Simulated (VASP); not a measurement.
Runs of VASP 6.6.1 on Si. The structure is that of space group Fm-3m (No. 225), or close to it. The cells are those of the table. 

```csv
cell,gap on the mesh (eV),pressure (GPa)
"a = 2.393 Å, angles 60.0°, 1 atom",none,79.2
"a = 2.346 Å, angles 60.0°, 1 atom",none,(a)
"a = 2.416 Å, angles 60.0°, 1 atom",none,69.5
"a = 2.370 Å, angles 60.0°, 1 atom",none,(b)
"a = 2.322 Å, angles 60.0°, 1 atom",none,118.6
```

Alike in all rows: task single point; level PBE; potentials or basis VASP PAW PBE potentials, release 64 (Si); no spin polarisation; k mesh 15 × 15 × 15; cutoff (eV) 500; smearing methfessel-paxton 0.05 eV.

**Question.** Estimate the missing entries.

**Answer.** (a) 103.0; (b) 90.1.

A gap of «none» marks levels without a gap at the run's occupations.
